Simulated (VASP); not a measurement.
Here is a VASP 6.6.1 calculation.

The input INCAR:

```
SYSTEM = Al
ALGO = Fast ; EDIFF = 1E-6
ENCUT = 520 ; GGA = PE
ISIF = 2 ; ISMEAR = 0
IVDW = 12 ; LASPH = .TRUE.
LCHARG = .FALSE. ; LREAL = .FALSE.
LWAVE = .FALSE. ; NBANDS = 14
NELM = 80 ; PREC = Accurate
SIGMA = 0.15
```

Contents of KPOINTS:

```
k-points
0
G
  18 18 6
  0 0 0
```

The input POSCAR:

```
Al
1.0
    2.8521199078      0.0000000000      0.0000000000
   -1.4260599539      2.4700082948      0.0000000000
    0.0000000000      0.0000000000      8.8184695430
Al
4
Direct
    0.0000000000      0.0000000000      0.0000000000
    0.3333333333      0.6666666667      0.2500000000
    0.0000000000      0.0000000000      0.5000000000
    0.6666666667      0.3333333333      0.7500000000
```

Potentials or basis: VASP PAW PBE potentials, release 64 (Al).

Launch:

```bash
$ cat potpaw_PBE.64/Al/POTCAR > POTCAR
$ mpirun -np 1 vasp_std > vasp.out
```

Problem. Estimate the dispersion energy per atom.

Solution. -0.358 eV.

Problem. Predict the band gap on the k mesh.

Solution. Zero (bands 6 and 7 overlap by 6.55 eV).

Problem. What does it give for the pressure?

Solution. 2.2 GPa.

Stress tensor (GPa, compression positive):
```
0.42 0.00 0.00
0.00 0.42 0.00
0.00 0.00 5.63
```
